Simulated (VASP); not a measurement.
# Au (P6_3/mmc) in VASP: further runs

The runs below take Au through single point, with PBEsol.

All numbers are computed with VASP 6.6.1; they aren't measurements. Logs are shortened: lines on timing, memory, paths and dates and some standing lists are left out, and cuts for length are marked.

### 1 The cell of the first run

Symmetry: P6_3/mmc, No. 194, hexagonal system. The conventional cell has a = 2.809 Å, b = 2.809 Å, c = 5.200 Å, α = 90.00°, β = 90.00°, γ = 120.00°. Au (site symmetry -6m2) has 12 Au at 2.81 to 3.06 Å within 3.7 Å.

This isn't the form of Au at room conditions, which is fcc.

### 2 Single point, PBEsol

INCAR reads:

```
SYSTEM = Au
ALGO = Fast ; EDIFF = 1E-6
ENCUT = 520 ; GGA = PS
ISIF = 2 ; ISMEAR = 0
LASPH = .TRUE. ; LCHARG = .FALSE.
LREAL = .FALSE. ; LWAVE = .FALSE.
NBANDS = 18 ; NELM = 80
PREC = Accurate ; SIGMA = 0.15
```

KPOINTS reads:

```
k-points
0
G
  24 24 12
  0 0 0
```

POSCAR reads:

```
Au
1.0
    2.8093134480      0.0000000000      0.0000000000
   -1.4046567240      2.4329368131      0.0000000000
    0.0000000000      0.0000000000      5.2001389154
Au
2
Direct
    0.3333333333      0.6666666667      0.7500000000
    0.6666666667      0.3333333333      0.2500000000
```

Potentials or basis: VASP PAW PBE potentials, release 64 (Au).

The run is started by

```bash
> cat potpaw_PBE.64/Au/POTCAR > POTCAR
> mpirun -np 1 vasp_std > vasp.out
```

OUTCAR:

```text
SYSTEM = Au
   EDIFF = 1E-6
   ENCUT = 520
   GGA = PS
   ISIF = 2
   ISMEAR = 0
   LASPH = .TRUE.
   LREAL = .FALSE.
   NELM = 80
   PREC = Accurate

 ion  position               nearest neighbor table
   1  0.333  0.667  0.750-   2 3.06   2 3.06   2 3.06   2 3.06   2 3.06   2 3.06
   2  0.667  0.333  0.250-   1 3.06   1 3.06   1 3.06   1 3.06   1 3.06   1 3.06

  LATTYP: Found a hexagonal cell.
 ALAT       =     2.8093134480
 C/A-ratio  =     1.8510354973

  Lattice vectors:

 A1 = (   2.8093134480,   0.0000000000,   0.0000000000)
 A2 = (  -1.4046567240,   2.4329368131,   0.0000000000)
 A3 = (   0.0000000000,   0.0000000000,   5.2001389154)

Analysis of symmetry for initial positions (statically):
=====================================================================
 Subroutine PRICEL returns:
 Original cell was already a primitive cell.

 Routine SETGRP: Setting up the symmetry group for a
 hexagonal supercell.

 Subroutine GETGRP returns: Found 24 space group operations
 (whereof 12 operations were pure point group operations)
 out of a pool of 24 trial point group operations.

The static configuration has the point symmetry D_3d.
 The point group associated with its full space group is D_6h.

Analysis of symmetry for dynamics (positions and initial velocities):
=====================================================================
 Subroutine PRICEL returns:
 Original cell was already a primitive cell.

 Routine SETGRP: Setting up the symmetry group for a
 hexagonal supercell.

 Subroutine GETGRP returns: Found 24 space group operations
 (whereof 12 operations were pure point group operations)
 out of a pool of 24 trial point group operations.

The dynamic configuration has the point symmetry D_3d.
 The point group associated with its full space group is D_6h.

 Subroutine INISYM returns: Found 24 space group operations
 (whereof 12 operations are pure point group operations),
 and found     1 'primitive' translations

----------------------------------------------------------------------------------------

                                     Primitive cell

  volume of cell :      35.5423

  direct lattice vectors                    reciprocal lattice vectors
     2.809313448  0.000000000  0.000000000     0.355958856  0.205512941  0.000000000
    -1.404656724  2.432936813  0.000000000     0.000000000  0.411025882  0.000000000
     0.000000000  0.000000000  5.200138915     0.000000000  0.000000000  0.192302555

  length of vectors
     2.809313448  2.809313448  5.200138915     0.411025882  0.411025882  0.192302555

  position of ions in fractional coordinates (direct lattice)
     0.333333333  0.666666667  0.750000000
     0.666666667  0.333333333  0.250000000

  ion indices of the primitive-cell ions
   primitive index   ion index
                 1           1
                 2           2

----------------------------------------------------------------------------------------

 KPOINTS: k-points

Automatic generation of k-mesh.
 Grid dimensions read from file:
 generate k-points for:   24   24   12

 Generating k-lattice:

  Cartesian coordinates                     Fractional coordinates (reciprocal lattice)
     0.014831619  0.008563039  0.000000000     0.041666667  0.000000000  0.000000000
     0.000000000  0.017126078  0.000000000     0.000000000  0.041666667  0.000000000
     0.000000000  0.000000000  0.016025213     0.000000000  0.000000000  0.083333333

  Length of vectors
     0.017126078  0.017126078  0.016025213

  Shift w.r.t. Gamma in fractional coordinates (k-lattice)
     0.000000000  0.000000000  0.000000000

 Subroutine IBZKPT returns following result:
 ===========================================

 Found    427 irreducible k-points:

 Following reciprocal coordinates:
            Coordinates               Weight
  0.000000  0.000000  0.000000      1.000000
  0.041667 -0.000000  0.000000      6.000000
  0.083333 -0.000000  0.000000      6.000000
  0.125000  0.000000  0.000000      6.000000
  0.166667  0.000000  0.000000      6.000000
  0.208333  0.000000  0.000000      6.000000
[... 16 lines left out ...]
  0.416667  0.041667  0.000000     12.000000
  0.458333  0.041667  0.000000     12.000000
 [... further k-points ...]
   k-points           NKPTS =    427   k-points in BZ     NKDIM =    427   number of bands    NBANDS=     18
   number of dos      NEDOS =    301   number of ions     NIONS =      2
   total plane-waves  NPLWV =  23040
   dimension x,y,z NGX =    24 NGY =   24 NGZ =   40
   dimension x,y,z NGXF=    48 NGYF=   48 NGZF=   80
   ions per type =               2
   NGX,Y,Z   is equivalent  to a cutoff of  14.20, 14.20, 12.79 a.u.
   NGXF,Y,Z  is equivalent  to a cutoff of  28.40, 28.40, 25.58 a.u.
 SYSTEM =  Au
   PREC   = accura    normal or accurate (medium, high low for compatibility)
   ISTART =      0    job   : 0-new  1-cont  2-samecut
   ICHARG =      2    charge: 1-file 2-atom 10-const
   ISPIN  =      1    spin polarized calculation?
   LNONCOLLINEAR =      F non collinear calculations
   LSORBIT =      F    spin-orbit coupling
   LASPH  =      T    aspherical Exc in radial PAW
   ENCUT  =  520.0 eV  38.22 Ry    6.18 a.u.   5.22  5.22  9.67*2*pi/ulx,y,z
   NELM   =     80;   NELMIN=  2; NELMDL= -5     # of ELM steps
   EDIFF  = 0.1E-05   stopping-criterion for ELM
   LREAL  =      F    real-space projection
   EDIFFG = 0.1E-04   stopping-criterion for IOM
   NSW    =      0    number of steps for IOM
   IBRION =     -1    ionic relax: 0-MD 1-quasi-New 2-CG
   NFREE  =      0    steps in history (QN), initial steepest desc. (CG)
   ISIF   =      2    stress and relaxation
   ISYM   =      2    0-nonsym 1-usesym 2-fastsym
   POTIM  = 0.5000    time-step for ionic-motion
   TEBEG  =    0.0;   TEEND  =   0.0 temperature during run
   PSTRESS=    0.0 pullay stress
   NELECT =      22.0000    total number of electrons
   NUPDOWN=      -1.0000    fix difference up-down
   EMIN   =  10.00;   EMAX   =-10.00  energy-range for DOS
   EFERMI =   0.00;   METHOD = LEGACY
   ISMEAR =     0;   SIGMA  =   0.15  broadening in eV -4-tet -1-fermi 0-gaus
   EFERMI_NEDOS =   21; number of points for ismear=-14 and -15
   IALGO  =     68    algorithm
   IMIX   =      4    mixing-type and parameters
     AMIX     =   0.40;   BMIX     =  1.00
     AMIX_MAG =   1.60;   BMIX_MAG =  1.00
  volume/ion in A,a.u.               =      17.77       119.93
  Fermi-wavevector in a.u.,A,eV,Ry     =   1.395191  2.636529 26.484537  1.946559
  Thomas-Fermi vector in A             =   2.518667
   LORBIT       =      0    0 simple, 1 ext, 2 COOP (PROOUT), +10 PAW based schemes
   GGA     = PS    functional components
   LHFCALC =     F    Hartree Fock is set to
   AEXX    =    0.0000 exact exchange contribution
   IVDW    =     0    specifies the selected vdW correction
   LEPSILON=     F    determine dielectric tensor
   LRPA    =     F    only Hartree local field effects (RPA)
 non-spin polarized calculation
 RMM-DIIS sequential band-by-band and
 Gauss-broadening in eV      SIGMA  =   0.15
  energy-cutoff  :      520.00
  volume of cell :       35.54
 maximum number of plane-waves:       974
 NGX is ok and might be reduce to    24

 number of electron      21.9999999 magnetization

 Free energy of the ion-electron system (eV)
  ---------------------------------------------------
  ext. energy  EPLUGINS =         0.00000000
  ---------------------------------------------------
  free energy    TOTEN  =        -7.75739412 eV

  energy without entropy =       -7.75278254  energy(sigma->0) =       -7.75508833

 E-fermi :   8.5833     XC(G=0): -12.6223

 val. band max:        8.5630439145   @ k =   0.1250   0.1250   0.1667
 cond. band min:       8.5835419457   @ k =   0.2500   0.0833   0.2500
 fundamental gap:      0.0204980312
 Fermi energy:         8.5833248021

 k-point     1 :       0.0000    0.0000    0.0000
  band No.  band energies     occupation
      1      -0.9213      2.00000
      2       1.1407      2.00000
      3       3.4577      2.00000
      4       4.1465      2.00000
      5       4.1465      2.00000
      6       4.3359      2.00000
[... 10 lines left out ...]
     17      28.2215      0.00000
     18      28.2215      0.00000

 k-point     2 :       0.0417   -0.0000    0.0000
  band No.  band energies     occupation
      1      -0.8621      2.00000
      2       1.1952      2.00000
      3       3.4740      2.00000
      4       4.1257      2.00000
      5       4.1863      2.00000
      6       4.3111      2.00000
[... 10 lines left out ...]
     17      27.7670      0.00000
     18      27.8587      0.00000

 k-point     3 :       0.0833   -0.0000    0.0000
  band No.  band energies     occupation
      1      -0.6866      2.00000
      2       1.3540      2.00000
      3       3.5144      2.00000
      4       4.0742      2.00000
      5       4.2455      2.00000
      6       4.3045      2.00000
[... 10 lines left out ...]
     17      27.0539      0.00000
     18      27.0633      0.00000

 k-point     4 :       0.1250    0.0000    0.0000
  band No.  band energies     occupation
      1      -0.4023      2.00000
      2       1.6001      2.00000
      3       3.5488      2.00000
      4       4.0112      2.00000
      5       4.1849      2.00000
      6       4.4973      2.00000
[... 10 lines left out ...]
     17      26.1305      0.00000
     18      27.0007      0.00000

 k-point     5 :       0.1667    0.0000    0.0000
  band No.  band energies     occupation
      1      -0.0236      2.00000
      2       1.8952      2.00000
      3       3.5496      2.00000
      4       3.9125      2.00000
      5       4.2452      2.00000
      6       4.4306      2.00000
[... 10 lines left out ...]
     17      25.3462      0.00000
     18      26.0578      0.00000

 k-point     6 :       0.2083    0.0000    0.0000
  band No.  band energies     occupation
      1       0.4238      2.00000
      2       2.1603      2.00000
      3       3.5762      2.00000
      4       3.7975      2.00000
      5       4.0060      2.00000
      6       4.4585      2.00000
[... 10 lines left out ...]
     17      25.3570      0.00000
     18      25.6704      0.00000

 k-point     7 :       0.2500    0.0000    0.0000
  band No.  band energies     occupation
      1       0.8955      2.00000
      2       2.2884      2.00000
      3       3.6326      2.00000
      4       3.6741      2.00000
      5       3.7914      2.00000
      6       4.7971      2.00000
[... 10 lines left out ...]
     17      24.9325      0.00000
     18      25.3867      0.00000

 k-point     8 :       0.2917    0.0000    0.0000
  band No.  band energies     occupation
      1       1.3210      2.00000
      2       2.2634      2.00000
      3       3.3139      2.00000
      4       3.6982      2.00000
      5       4.0985      2.00000
      6       4.6242      2.00000
[... 10 lines left out ...]
     17      23.1166      0.00000
     18      25.2074      0.00000
[... 229 lines left out ...]
     17      24.1299      0.00000
     18      25.3494      0.00000

 k-point    20 :       0.2917    0.0417    0.0000
  band No.  band energies     occupation
      1       1.5385      2.00000
      2       2.2625      2.00000
      3       3.1767      2.00000
      4       3.7482      2.00000
      5       4.2224      2.00000
      6       4.5000      2.00000
[... 10 lines left out ...]
     17      22.4184      0.00000
     18      24.9350      0.00000

 k-point    21 :       0.3333    0.0417    0.0000
  band No.  band energies     occupation
      1       1.7646      2.00000
      2       2.1498      2.00000
      3       2.9475      2.00000
      4       3.9339      2.00000
      5       4.3490      2.00000
      6       4.5988      2.00000
[... 10 lines left out ...]
     17      21.3993      0.00000
     18      24.4671      0.00000

 k-point    22 :       0.3750    0.0417    0.0000
  band No.  band energies     occupation
      1       1.8560      2.00000
      2       2.0461      2.00000
      3       2.7749      2.00000
      4       4.1785      2.00000
      5       4.2283      2.00000
      6       4.7644      2.00000
[... 10 lines left out ...]
     17      20.5961      0.00000
     18      24.0890      0.00000

 k-point    23 :       0.4167    0.0417    0.0000
  band No.  band energies     occupation
      1       1.8711      2.00000
      2       1.9759      2.00000
      3       2.6596      2.00000
      4       4.1442      2.00000
      5       4.3928      2.00000
      6       4.7077      2.00000
[... 10 lines left out ...]
     17      20.0271      0.00000
     18      23.8307      0.00000

 k-point    24 :       0.4583    0.0417    0.0000
  band No.  band energies     occupation
      1       1.8607      2.00000
      2       1.9460      2.00000
      3       2.6019      2.00000
      4       4.1011      2.00000
      5       4.5160      2.00000
      6       4.6788      2.00000
[... 10 lines left out ...]
     17      19.7933      0.00000
     18      23.7003      0.00000

 [... further k-points ...]
[... 5 lines left out ...]
  --------------------------------------------------------------------------------------
  -------------------------------------------------------------------------------------
  Total       -0.3850148     -0.3850148     -2.0264797      0.0000000     -0.0000000      0.0000000
  in kB      -17.3556955    -17.3556955    -91.3496433      0.0000000     -0.0000000      0.0000000
  external PRESSURE =     -42.0203448 kB  Pullay stress =       0.0000000 kB

 VOLUME and BASIS-vectors are now :
 -----------------------------------------------------------------------------
  energy-cutoff  :      520.00
  volume of cell :       35.54
      direct lattice vectors                 reciprocal lattice vectors
     2.809313448  0.000000000  0.000000000     0.355958856  0.205512941  0.000000000
    -1.404656724  2.432936813  0.000000000     0.000000000  0.411025882  0.000000000
     0.000000000  0.000000000  5.200138915     0.000000000  0.000000000  0.192302555

 POSITION                                       TOTAL-FORCE (eV/Angst)
 -----------------------------------------------------------------------------------
     -0.00000      1.62196      3.90010         0.000000      0.000000      0.000000
      1.40466      0.81098      1.30003        -0.000000     -0.000000      0.000000
 -----------------------------------------------------------------------------------
    total drift:                               -0.000000      0.000000     -0.000000

  FREE ENERGIE OF THE ION-ELECTRON SYSTEM (eV)
  ---------------------------------------------------
  free  energy   TOTEN  =        -7.7573941247 eV

  energy  without entropy=       -7.7527825390  energy(sigma->0) =       -7.75508833
```

It took 2.1 min on 1 thread of AMD EPYC 9R45 (Zen 5), shared host; peak memory 0.31 GiB.

What came out:

- Free energy: -7.7574 eV
- Pressure: -4.2 GPa
- Band gap on the k mesh: zero (bands 11 and 12 overlap by 6.80 eV)

Stress tensor (GPa, compression positive):
```
-1.74  0.00  0.00
 0.00 -1.74  0.00
 0.00  0.00 -9.13
```

Caveat: the cell stands under tension; the PAW data sets were made with another functional, which shifts forces and pressure a little; spin-orbit coupling is left out, which moves the levels of the heavy elements.

### 3 Single point, PBEsol

This run uses another cell than the first one, of the same volume but with other edges.

INCAR reads:

```
SYSTEM = Au
  PREC = Accurate
  ENCUT = 520
  EDIFF = 1E-7
  ISMEAR = 0
  SIGMA = 0.15
  LREAL = .FALSE.
  LASPH = .TRUE.
  NELM = 80
  ALGO = Fast
  ISIF = 2
  LWAVE = .FALSE.
  LCHARG = .FALSE.
  GGA = PS
  NBANDS = 18
```

KPOINTS reads:

```
Automatic mesh
0
G
  24 24 12
  0 0 0
```

POSCAR reads:

```
Au
1.0
    2.9397293532      0.0000000000      0.0000000000
   -1.4698646766      2.5458803001      0.0000000000
    0.0000000000      0.0000000000      4.7489833181
Au
2
Direct
    0.3333333333      0.6666666667      0.7500000000
    0.6666666667      0.3333333333      0.2500000000
```

Potentials or basis: VASP PAW PBE potentials, release 64 (Au).

The run is started by

```bash
> cat potpaw_PBE.64/Au/POTCAR > POTCAR
> mpirun -np 1 vasp_std > vasp.out
```

It took 2.3 min on 1 thread of AMD EPYC 9R45 (Zen 5), shared host; peak memory 0.3 GiB.

Results (log left out):

```yaml
Free_energy: -7.7952 eV
Pressure: -6.6 GPa
Band_gap_on_the_k_mesh: zero (bands 11 and 12 overlap by 6.55 eV)
```

Stress tensor (GPa, compression positive):
```
-7.53  0.00  0.00
 0.00 -7.53  0.00
 0.00  0.00 -4.88
```

Levels at points of the mesh, in eV from the Fermi level:
```
           k point  band 7  band 8  band 9  band 10  band 11  band 12  band 13  band 14  band 15  band 16
(0.00, 0.00, 0.00)   -3.96   -3.54   -3.54    -2.08    -2.08    -0.70     2.99    14.39    16.35    16.74
(0.50, 0.00, 0.00)   -3.58   -1.92   -1.76    -1.71     0.27     1.30     5.91     7.28     7.36     9.76
(0.00, 0.00, 0.50)   -4.38   -4.38   -2.52    -2.52    -2.52    -2.52    11.22    11.22    14.67    14.67
(0.50, 0.00, 0.50)   -2.28   -2.28   -1.79    -1.79     0.50     0.50     3.69     3.69    13.15    13.15
```

Caveat: the cell stands under tension; the PAW data sets were made with another functional, which shifts forces and pressure a little; spin-orbit coupling is left out, which moves the levels of the heavy elements.

(Continued in part 2 of 2.)
